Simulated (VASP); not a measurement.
# Re in VASP: further runs

Runs on Re. Level: PBEsol. Tasks: single point.

Program: VASP 6.6.1. These are calculated values, not measurements. Logs are shortened: lines on timing, memory, paths and dates and some standing lists are left out, and cuts for length are marked.

**1. The cell of the first run**

The cell holds a slab with vacuum, 6 atoms: a = 2.750 Å, b = 2.750 Å, c = 26.108 Å, α = 90.00°, β = 90.00°, γ = 120.00°.

**2. Single point, PBEsol**

File INCAR:

```
SYSTEM = Re
PREC     = Accurate       ! precision mode
ENCUT    = 520            ! plane-wave cutoff, eV
EDIFF    = 1E-7           ! SCF threshold, eV
ISMEAR   = 0              ! smearing method
SIGMA    = 0.1            ! smearing width, eV
LREAL    = .False.        ! projectors in reciprocal space
LASPH    = .True.         ! aspherical terms in the spheres
NELM     = 80             ! most SCF steps
ALGO     = Fast           ! electronic algorithm
ISIF     = 2              ! what is computed and relaxed
LWAVE    = .False.        ! write WAVECAR
LCHARG   = .False.        ! write CHGCAR
LDIPOL   = .True.       
IDIPOL   = 3            
DIPOL    = 0.5 0.5 0.500
GGA      = PS             ! functional
NBANDS   = 30             ! bands
```

File KPOINTS:

```
Automatic mesh
0
Gamma
  15 15 1
  0 0 0
```

File POSCAR:

```
Re
1.0
    2.7502953086      0.0000000000      0.0000000000
   -1.3751476543      2.3818256051      0.0000000000
    0.0000000000      0.0000000000     26.1082255820
Re
6
Direct
    0.6666666667      0.3333333333      0.2872657882
    0.3333333333      0.6666666667      0.3723594729
    0.6666666667      0.3333333333      0.4574531576
    0.3333333333      0.6666666667      0.5425468424
    0.6666666667      0.3333333333      0.6276405271
    0.3333333333      0.6666666667      0.7127342118
```

Potentials or basis: VASP PAW PBE potentials, release 64 (Re).

Command:

```
$ cat potpaw_PBE.64/Re/POTCAR > POTCAR
$ mpirun -np 1 vasp_std > vasp.out
```

OUTCAR:

```text
SYSTEM = Re
   PREC = Accurate
   ENCUT = 520
   EDIFF = 1E-7
   ISMEAR = 0
   LREAL = .False.
   LASPH = .True.
   NELM = 80
   ISIF = 2
   GGA = PS

 ion  position               nearest neighbor table
   1  0.667  0.333  0.287-   2 2.73   2 2.73   2 2.73
   2  0.333  0.667  0.372-   1 2.73   3 2.73   1 2.73   3 2.73   1 2.73   3 2.73
   3  0.667  0.333  0.457-   2 2.73   2 2.73   2 2.73   4 2.73   4 2.73   4 2.73
   4  0.333  0.667  0.543-   5 2.73   5 2.73   5 2.73   3 2.73   3 2.73   3 2.73
   5  0.667  0.333  0.628-   4 2.73   6 2.73   4 2.73   6 2.73   4 2.73   6 2.73
   6  0.333  0.667  0.713-   5 2.73   5 2.73   5 2.73

  LATTYP: Found a hexagonal cell.
 ALAT       =     2.7502953086
 C/A-ratio  =     9.4928808191

  Lattice vectors:

 A1 = (   2.7502953086,   0.0000000000,   0.0000000000)
 A2 = (  -1.3751476543,   2.3818256051,   0.0000000000)
 A3 = (   0.0000000000,   0.0000000000,  26.1082255820)

Analysis of symmetry for initial positions (statically):
=====================================================================
 Subroutine PRICEL returns:
 Original cell was already a primitive cell.

 Routine SETGRP: Setting up the symmetry group for a
 hexagonal supercell.

 Subroutine GETGRP returns: Found 12 space group operations
 (whereof 12 operations were pure point group operations)
 out of a pool of 24 trial point group operations.

The static configuration has the point symmetry D_3d.

Analysis of symmetry for dynamics (positions and initial velocities):
=====================================================================
 Subroutine PRICEL returns:
 Original cell was already a primitive cell.

 Routine SETGRP: Setting up the symmetry group for a
 hexagonal supercell.

 Subroutine GETGRP returns: Found 12 space group operations
 (whereof 12 operations were pure point group operations)
 out of a pool of 24 trial point group operations.

The dynamic configuration has the point symmetry D_3d.

 Subroutine INISYM returns: Found 12 space group operations
 (whereof 12 operations are pure point group operations),
 and found     1 'primitive' translations

----------------------------------------------------------------------------------------

                                     Primitive cell

  volume of cell :     171.0278

[... 104 lines left out ...]
   POTIM  = 0.5000    time-step for ionic-motion
   TEBEG  =    0.0;   TEEND  =   0.0 temperature during run
   PSTRESS=    0.0 pullay stress
   NELECT =      42.0000    total number of electrons
   NUPDOWN=      -1.0000    fix difference up-down
   EMIN   =  10.00;   EMAX   =-10.00  energy-range for DOS
   EFERMI =   0.00;   METHOD = LEGACY
   ISMEAR =     0;   SIGMA  =   0.10  broadening in eV -4-tet -1-fermi 0-gaus
   EFERMI_NEDOS =   21; number of points for ismear=-14 and -15
   IALGO  =     68    algorithm
   IMIX   =      4    mixing-type and parameters
     AMIX     =   0.40;   BMIX     =  1.00
     AMIX_MAG =   1.60;   BMIX_MAG =  1.00
  volume/ion in A,a.u.               =      28.50       192.36
  Fermi-wavevector in a.u.,A,eV,Ry     =   1.025185  1.937319 14.299790  1.051005
  Thomas-Fermi vector in A             =   2.159012
   LORBIT       =      0    0 simple, 1 ext, 2 COOP (PROOUT), +10 PAW based schemes
   GGA     = PS    functional components
   LHFCALC =     F    Hartree Fock is set to
   AEXX    =    0.0000 exact exchange contribution
   IVDW    =     0    specifies the selected vdW correction
   LEPSILON=     F    determine dielectric tensor
   LRPA    =     F    only Hartree local field effects (RPA)
 non-spin polarized calculation
 RMM-DIIS sequential band-by-band and
 Gauss-broadening in eV      SIGMA  =   0.10
  energy-cutoff  :      520.00
  volume of cell :      171.03
 maximum number of plane-waves:      4634
   NGX = 11   NGY = 11   NGZ = 97

 dipolmoment           0.000000      0.000000      0.000000 electrons x Angstroem

 number of electron      42.0000002 magnetization

 dipolmoment           0.000000      0.000000     -0.000000 electrons x Angstroem

 Free energy of the ion-electron system (eV)
  ---------------------------------------------------
  ext. energy  EPLUGINS =         0.00000000
  ---------------------------------------------------
  free energy    TOTEN  =       -77.58286349 eV

  energy without entropy =      -77.55408647  energy(sigma->0) =      -77.56847498

 E-fermi :   1.5868     XC(G=0):  -7.8996

 val. band max:        1.5813872610   @ k =   0.2000   0.0667   0.0000
 cond. band min:       1.5874860858   @ k =   0.3333   0.0667   0.0000
 fundamental gap:      0.0060988247
 Fermi energy:         1.5868462747

 k-point     1 :       0.0000    0.0000    0.0000
  band No.  band energies     occupation
      1      -8.1342      2.00000
      2      -7.3993      2.00000
      3      -6.3184      2.00000
      4      -5.4217      2.00000
      5      -5.1026      2.00000
      6      -5.0989      2.00000
[... 781 lines left out ...]
     29       5.4792      0.00000
     30       5.5175      0.00000

 [... further k-points ...]

------------------------ aborting loop because EDIFF is reached ----------------------------------------

 vacuum level on the upper side and lower side of the slab       (xc-potential included)        -0.111        -0.111

  FORCE on cell =-STRESS in cart. coord.  units (eV):
  Direction    XX          YY          ZZ          XY          YZ          ZX
  --------------------------------------------------------------------------------------
  -------------------------------------------------------------------------------------
  Total       -5.3293761     -5.3293761     -5.0214970      0.0000000      0.0000000     -0.0000000
  in kB      -49.9252569    -49.9252569    -47.0410651      0.0000000      0.0000000     -0.0000000
  external PRESSURE =     -48.9638596 kB  Pullay stress =       0.0000000 kB

 VOLUME and BASIS-vectors are now :
 -----------------------------------------------------------------------------
  energy-cutoff  :      520.00
  volume of cell :      171.03
      direct lattice vectors                 reciprocal lattice vectors
     2.750295309  0.000000000  0.000000000     0.363597319  0.209923010  0.000000000
    -1.375147654  2.381825605  0.000000000     0.000000000  0.419846020  0.000000000
     0.000000000  0.000000000 26.108225582     0.000000000  0.000000000  0.038302105

 POSITION                                       TOTAL-FORCE (eV/Angst)
 -----------------------------------------------------------------------------------
      1.37515      0.79394      7.50000        -0.000000      0.000000      1.234021
     -0.00000      1.58788      9.72165         0.000000     -0.000000     -1.475901
      1.37515      0.79394     11.94329         0.000000      0.000000      0.484944
     -0.00000      1.58788     14.16494        -0.000000     -0.000000     -0.484944
      1.37515      0.79394     16.38658        -0.000000      0.000000      1.475901
     -0.00000      1.58788     18.60823        -0.000000     -0.000000     -1.234021
 -----------------------------------------------------------------------------------
    total drift:                                0.000000      0.000000      0.000000

  FREE ENERGIE OF THE ION-ELECTRON SYSTEM (eV)
  ---------------------------------------------------
  free  energy   TOTEN  =       -77.5828634861 eV

  energy  without entropy=      -77.5540864660  energy(sigma->0) =      -77.56847498

 vacuum level on the upper side and lower side of the slab         6.636         6.636
```

OSZICAR:

```text
N       E                     dE             d eps       ncg     rms          rms(c)
DAV:   1     0.520927753774E+03    0.52093E+03   -0.14609E+04  2562   0.145E+03
DAV:   2     0.346756460592E+02   -0.48625E+03   -0.42607E+03  2966   0.122E+03
DAV:   3    -0.646304660792E+02   -0.99306E+02   -0.91958E+02  3106   0.639E+02
[... 38 lines left out ...]
RMM:  42    -0.775828628843E+02   -0.41242E-06   -0.27370E-06  1589   0.175E-02    0.346E-03
RMM:  43    -0.775828631384E+02   -0.25405E-06   -0.21376E-06  1586   0.167E-02    0.252E-03
RMM:  44    -0.775828632921E+02   -0.15369E-06   -0.13723E-06  1575   0.173E-02    0.250E-03
RMM:  45    -0.775828634124E+02   -0.12031E-06   -0.10693E-06  1575   0.156E-02    0.289E-03
RMM:  46    -0.775828634861E+02   -0.73732E-07   -0.64623E-07  1508   0.148E-02
   1 F= -.77582863E+02 E0= -.77568475E+02  d E =-.287770E-01
```

It took 6.8 min on 1 thread of AMD EPYC 7R13 (Zen 3), shared host; peak memory 0.29 GiB.

What came out:

```yaml
Free_energy: -77.5829 eV
Largest_force: 1.476 eV/Å
Band_gap_on_the_k_mesh: zero (bands 21 and 22 overlap by 2.13 eV)
```

Forces on the atoms (eV/Å):
```
Re   0.000  0.000  1.234
Re   0.000  0.000 -1.476
Re   0.000  0.000  0.485
Re   0.000  0.000 -0.485
Re   0.000  0.000  1.476
Re   0.000  0.000 -1.234
```

Caveat: the PAW data sets were made with another functional, which shifts forces and pressure a little; spin-orbit coupling is left out, which moves the levels of the heavy elements.

**3. Single point, PBEsol**

File INCAR:

```
ALGO     = Fast           # electronic algorithm
DIPOL    = 0.5 0.5 0.500
EDIFF    = 1E-6           # SCF threshold, eV
ENCUT    = 520            # plane-wave cutoff, eV
GGA      = PS             # functional
IDIPOL   = 3            
ISIF     = 2              # what is computed and relaxed
ISMEAR   = 0              # smearing method
LASPH    = True           # aspherical terms in the spheres
LCHARG   = False          # write CHGCAR
LDIPOL   = True         
LREAL    = False          # projectors in reciprocal space
LWAVE    = False          # write WAVECAR
NBANDS   = 30             # bands
NELM     = 60             # most SCF steps
PREC     = Accurate       # precision mode
SIGMA    = 0.1            # smearing width, eV
```

File KPOINTS:

```
k-points
0
Gamma
  15 15 1
```

File POSCAR:

```
Re
1.0
    2.7502953086      0.0000000000      0.0000000000
   -1.3751476543      2.3818256051      0.0000000000
    0.0000000000      0.0000000000     26.1082255820
Re
6
Direct
    0.6666666667      0.3333333333      0.2906255127
    0.3333333333      0.6666666667      0.3704607634
    0.6666666667      0.3333333333      0.4588720832
    0.3333333333      0.6666666667      0.5411279169
    0.6666666667      0.3333333333      0.6295392386
    0.3333333333      0.6666666667      0.7093744851
```

Potentials or basis: VASP PAW PBE potentials, release 64 (Re).

Command:

```
$ cat potpaw_PBE.64/Re/POTCAR > POTCAR
$ mpirun -np 1 vasp_std > vasp.out
```

Wall time 5.1 min (1 thread of AMD EPYC 7R13 (Zen 3), shared host); peak memory 0.28 GiB.

It converged, with:

| Item | Value |
| --- | --- |
| Free energy | -77.8211 eV |
| Largest force | 0.053 eV/Å |
| Band gap on the k mesh | zero (bands 21 and 22 overlap by 2.53 eV) |

Forces in eV/Å, atoms in the order of the input:
```
Re   0.000  0.000  0.037
Re   0.000  0.000 -0.053
Re   0.000  0.000  0.032
Re   0.000  0.000 -0.032
Re   0.000  0.000  0.053
Re   0.000  0.000 -0.037
```

Levels at points of the mesh, in eV from the Fermi level:
| k point | band 19 | band 20 | band 21 | band 22 | band 23 | band 24 |
| --- | --- | --- | --- | --- | --- | --- |
| (0.00, 0.00, 0.00) | -1.12 | -1.12 | -1.03 | -0.90 | -0.90 | 0.29 |

Caveat: the PAW data sets were made with another functional, which shifts forces and pressure a little; spin-orbit coupling is left out, which moves the levels of the heavy elements.
